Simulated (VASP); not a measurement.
# La2ScAs3 (R-3m) in VASP: single point with PBEsol

Aim: the single point of La2ScAs3 with PBEsol.

Program: VASP 6.6.1. These are calculated values, not measurements. Logs are shortened: lines on timing, memory, paths and dates and some standing lists are left out, and cuts for length are marked.

## 1. The cell of the first run

It takes space group R-3m (No. 166, trigonal). Conventional cell: a = 6.932 Å, b = 6.932 Å, c = 10.988 Å, α = 90.00°, β = 90.00°, γ = 120.00°. La (site symmetry 3m) has 9 As at 2.84 to 3.84 Å and 4 La at 3.29 to 4.02 Å and 4 Sc at 3.85 to 4.01 Å within 4.1 Å. Within 3.6 Å of Sc (site symmetry -3m) lie 6 As at 2.71 Å. As (site symmetry 2/m) has 2 Sc at 2.71 Å and 2 La at 2.84 Å and 4 As at 3.47 Å within 3.6 Å.

## 2. Single point, PBEsol

Contents of INCAR:

```
SYSTEM = La2ScAs3
PREC = Accurate
ENCUT = 510
EDIFF = 1E-6
ISMEAR = -1
SIGMA = 0.03
LREAL = .False.
LASPH = .True.
NELM = 200
ALGO = Normal
ISIF = 2
LWAVE = .False.
LCHARG = .False.
GGA = PS
NBANDS = 48
GGA_COMPAT = .False.
LMAXMIX = 6
```

Contents of KPOINTS:

```
regular mesh
0
Gamma
  4 4 4
  0 0 0
```

Contents of POSCAR:

```
La2ScAs3
1.0
    3.4658101623      2.0009864315      3.6627577886
   -3.4658101623      2.0009864315      3.6627577886
    0.0000000000     -4.0019728591      3.6627577907
La Sc As
2 1 3
Direct
    0.6495687985      0.6495687985      0.6495687985
    0.3504312015      0.3504312015      0.3504312015
    0.0000000000      0.0000000000      0.0000000000
    0.0000000000      0.5000000000      0.0000000000
    0.5000000000      0.0000000000      0.0000000000
    0.0000000000      0.0000000000      0.5000000000
```

Potentials or basis: VASP PAW PBE potentials, release 64 (La, Sc_sv, As_d).

The run is started by

```console
cat potpaw_PBE.64/La/POTCAR potpaw_PBE.64/Sc_sv/POTCAR potpaw_PBE.64/As_d/POTCAR > POTCAR
mpirun -np 1 vasp_std > vasp.out
```

OUTCAR:

```text
SYSTEM = La2ScAs3
   PREC = Accurate
   ENCUT = 510
   EDIFF = 1E-6
   ISMEAR = -1
   LREAL = .False.
   LASPH = .True.
   NELM = 200
   ISIF = 2
   GGA = PS

 ion  position               nearest neighbor table
   1  0.650  0.650  0.650-   4 2.84   5 2.84   6 2.84   2 3.29
   2  0.350  0.350  0.350-   4 2.84   5 2.84   6 2.84   1 3.29
   3  0.000  0.000  0.000-   4 2.71   5 2.71   4 2.71   5 2.71   6 2.71   6 2.71
   4  0.000  0.500  0.000-   3 2.71   3 2.71   1 2.84   2 2.84
   5  0.500  0.000  0.000-   3 2.71   3 2.71   1 2.84   2 2.84
   6  0.000  0.000  0.500-   3 2.71   3 2.71   1 2.84   2 2.84

  LATTYP: Found a trigonal (rhomboedric) cell.
 ALAT       =     5.4250881466
 COS(alpha) =     0.1837448407

  Lattice vectors:

 A1 = (   3.4658101623,   2.0009864315,   3.6627577886)
 A2 = (  -3.4658101623,   2.0009864315,   3.6627577886)
 A3 = (   0.0000000000,  -4.0019728591,   3.6627577907)

Analysis of symmetry for initial positions (statically):
=====================================================================
 Subroutine PRICEL returns:
 Original cell was already a primitive cell.

 Routine SETGRP: Setting up the symmetry group for a
 trigonal (rhombohedral) supercell.

 Subroutine GETGRP returns: Found 12 space group operations
 (whereof 12 operations were pure point group operations)
 out of a pool of 12 trial point group operations.

The static configuration has the point symmetry D_3d.

Analysis of symmetry for dynamics (positions and initial velocities):
=====================================================================
 Subroutine PRICEL returns:
 Original cell was already a primitive cell.

 Routine SETGRP: Setting up the symmetry group for a
 trigonal (rhombohedral) supercell.

 Subroutine GETGRP returns: Found 12 space group operations
 (whereof 12 operations were pure point group operations)
 out of a pool of 12 trial point group operations.

The dynamic configuration has the point symmetry D_3d.

 Subroutine INISYM returns: Found 12 space group operations
 (whereof 12 operations are pure point group operations),
 and found     1 'primitive' translations

----------------------------------------------------------------------------------------

                                     Primitive cell

[... 84 lines left out ...]
   ENCUT  =  510.0 eV  37.48 Ry    6.12 a.u.   9.99  9.99  9.99*2*pi/ulx,y,z
   NELM   =    200;   NELMIN=  2; NELMDL= -5     # of ELM steps
   EDIFF  = 0.1E-05   stopping-criterion for ELM
   LREAL  =      F    real-space projection
   EDIFFG = 0.1E-04   stopping-criterion for IOM
   NSW    =      0    number of steps for IOM
   IBRION =     -1    ionic relax: 0-MD 1-quasi-New 2-CG
   NFREE  =      0    steps in history (QN), initial steepest desc. (CG)
   ISIF   =      2    stress and relaxation
   ISYM   =      2    0-nonsym 1-usesym 2-fastsym
   POTIM  = 0.5000    time-step for ionic-motion
   TEBEG  =    0.0;   TEEND  =   0.0 temperature during run
   PSTRESS=    0.0 pullay stress
   NELECT =      78.0000    total number of electrons
   NUPDOWN=      -1.0000    fix difference up-down
   EMIN   =  10.00;   EMAX   =-10.00  energy-range for DOS
   EFERMI =   0.00;   METHOD = LEGACY
   ISMEAR =    -1;   SIGMA  =   0.03  broadening in eV -4-tet -1-fermi 0-gaus
   EFERMI_NEDOS =   21; number of points for ismear=-14 and -15
   IALGO  =     38    algorithm
   IMIX   =      4    mixing-type and parameters
     AMIX     =   0.40;   BMIX     =  1.00
     AMIX_MAG =   1.60;   BMIX_MAG =  1.00
  volume/ion in A,a.u.               =      25.40       171.42
  Fermi-wavevector in a.u.,A,eV,Ry     =   1.309494  2.474585 23.330931  1.714775
  Thomas-Fermi vector in A             =   2.440089
   LORBIT       =      0    0 simple, 1 ext, 2 COOP (PROOUT), +10 PAW based schemes
   GGA     = PS    functional components
   LHFCALC =     F    Hartree Fock is set to
   AEXX    =    0.0000 exact exchange contribution
   IVDW    =     0    specifies the selected vdW correction
   LEPSILON=     F    determine dielectric tensor
   LRPA    =     F    only Hartree local field effects (RPA)
 non-spin polarized calculation
  energy-cutoff  :      510.00
  volume of cell :      152.41
 maximum number of plane-waves:      4008
   NGX = 19   NGY = 19   NGZ = 19

 number of electron      78.0000032 magnetization

 Free energy of the ion-electron system (eV)
  ---------------------------------------------------
  ext. energy  EPLUGINS =         0.00000000
  ---------------------------------------------------
  free energy    TOTEN  =       -38.49164343 eV

  energy without entropy =      -38.48325794  energy(sigma->0) =      -38.48745069

 E-fermi :   6.0327     XC(G=0): -10.4216

 val. band max:        5.9867421270   @ k =   0.5000  -0.0000   0.0000
 cond. band min:       6.0824495106   @ k =   0.2500  -0.0000   0.0000
 fundamental gap:      0.0957073836
 Fermi energy:         6.0326745591

 k-point     1 :       0.0000    0.0000    0.0000
  band No.  band energies     occupation
      1     -43.3032      2.00000
      2     -28.9830      2.00000
      3     -28.9794      2.00000
      4     -28.9794      2.00000
      5     -28.9573      2.00000
      6     -28.9573      2.00000
[... 652 lines left out ...]
     47       7.6241      0.00000
     48       7.6291      0.00000

------------------------ aborting loop because EDIFF is reached ----------------------------------------

  FORCE on cell =-STRESS in cart. coord.  units (eV):
  Direction    XX          YY          ZZ          XY          YZ          ZX
  --------------------------------------------------------------------------------------
  -------------------------------------------------------------------------------------
  Total        0.0421234      0.0421234      0.0767098      0.0000000      0.0000000     -0.0000000
  in kB        0.4428186      0.4428186      0.8064048      0.0000000      0.0000000     -0.0000000
  external PRESSURE =       0.5640140 kB  Pullay stress =       0.0000000 kB

 VOLUME and BASIS-vectors are now :
 -----------------------------------------------------------------------------
  energy-cutoff  :      510.00
  volume of cell :      152.41
      direct lattice vectors                 reciprocal lattice vectors
     3.465810162  2.000986431  3.662757789     0.144266413  0.083292252  0.091006109
    -3.465810162  2.000986431  3.662757789    -0.144266413  0.083292252  0.091006109
     0.000000000 -4.001972859  3.662757791     0.000000000 -0.166584505  0.091006109

 POSITION                                       TOTAL-FORCE (eV/Angst)
 -----------------------------------------------------------------------------------
      0.00000      0.00000      7.13764         0.000000      0.000000      0.007231
      0.00000      0.00000      3.85063         0.000000     -0.000000     -0.007231
      0.00000      0.00000      0.00000         0.000000      0.000000     -0.000000
     -1.73291      1.00049      1.83138        -0.000000      0.000000      0.000000
      1.73291      1.00049      1.83138         0.000000     -0.000000     -0.000000
      0.00000     -2.00099      1.83138        -0.000000      0.000000      0.000000
 -----------------------------------------------------------------------------------
    total drift:                                0.000000      0.000000     -0.000000

  FREE ENERGIE OF THE ION-ELECTRON SYSTEM (eV)
  ---------------------------------------------------
  free  energy   TOTEN  =       -38.4916434303 eV

  energy  without entropy=      -38.4832579399  energy(sigma->0) =      -38.48745069
```

OSZICAR:

```text
N       E                     dE             d eps       ncg     rms          rms(c)
DAV:   1     0.107106848179E+04    0.10711E+04   -0.28838E+04  1608   0.591E+03
DAV:   2     0.295822897442E+03   -0.77525E+03   -0.70326E+03  1368   0.140E+03
DAV:   3     0.728694173778E+01   -0.28854E+03   -0.28071E+03  1880   0.347E+02
DAV:   4    -0.373779225621E+02   -0.44665E+02   -0.43616E+02  2008   0.139E+02
DAV:   5    -0.407961031335E+02   -0.34182E+01   -0.33639E+01  2200   0.423E+01    0.107E+01
DAV:   6    -0.385528845920E+02    0.22432E+01   -0.14366E+01  2168   0.233E+01    0.454E+00
DAV:   7    -0.385156252028E+02    0.37259E-01   -0.14347E+00  2416   0.921E+00    0.226E+00
DAV:   8    -0.384894725432E+02    0.26153E-01   -0.26901E-01  2088   0.436E+00    0.597E-01
DAV:   9    -0.384911334162E+02   -0.16609E-02   -0.87502E-02  2320   0.246E+00    0.231E-01
DAV:  10    -0.384911861423E+02   -0.52726E-04   -0.12619E-02  2432   0.910E-01    0.137E-01
DAV:  11    -0.384914675568E+02   -0.28141E-03   -0.25591E-03  2408   0.383E-01    0.638E-02
DAV:  12    -0.384915737053E+02   -0.10615E-03   -0.88912E-04  2456   0.218E-01    0.383E-02
DAV:  13    -0.384916063896E+02   -0.32684E-04   -0.28577E-04  2480   0.110E-01    0.187E-02
DAV:  14    -0.384916324044E+02   -0.26015E-04   -0.14716E-04  2440   0.541E-02    0.935E-03
DAV:  15    -0.384916411985E+02   -0.87941E-05   -0.64246E-05  1960   0.367E-02    0.407E-03
DAV:  16    -0.384916429599E+02   -0.17614E-05   -0.14952E-05  1864   0.233E-02    0.235E-03
DAV:  17    -0.384916434303E+02   -0.47046E-06   -0.57924E-06  1488   0.155E-02
   1 F= -.38491643E+02 E0= -.38487451E+02  d E =-.838549E-02
```

stdout:

```text
POSCAR found type information on POSCAR LaScAs
 POSCAR found :  3 types and       6 ions
 scaLAPACK will be used
 -----------------------------------------------------------------------------
|                                                                             |
|                                                                             |
|     You enforced a specific xc type in the INCAR file but a different       |
|     I HOPE YOU KNOW WHAT YOU ARE DOING!                                     |
|                                                                             |
 -----------------------------------------------------------------------------

 LDA part: xc-table for (Slater+PW92), standard interpolation
 POSCAR, INCAR and KPOINTS ok, starting setup
 FFT: planning ... GRIDC
 FFT: planning ... GRID_SOFT
 FFT: planning ... GRID
 WAVECAR not read
 entering main loop
```

Wall time 76 s (1 thread of AMD EPYC 9R45 (Zen 5), shared host); peak memory 0.27 GiB.

Results:

| Quantity | Value |
| --- | --- |
| Free energy | -38.4916 eV |
| Pressure | 0.1 GPa |
| Largest force | 0.007 eV/Å |
| Band gap on the k mesh | zero (bands 39 and 40 overlap by 0.51 eV) |

Forces in eV/Å, atoms in the order of the input:
```
La   0.000  0.000  0.007
La   0.000  0.000 -0.007
Sc   0.000  0.000  0.000
As   0.000  0.000  0.000
As   0.000  0.000  0.000
As   0.000  0.000  0.000
```

Caveat: the PAW data sets were made with another functional, which shifts forces and pressure a little; spin-orbit coupling is left out, which moves the levels of the heavy elements.

The gap in the log of VASP goes by the Fermi energy; the results here count the filled bands.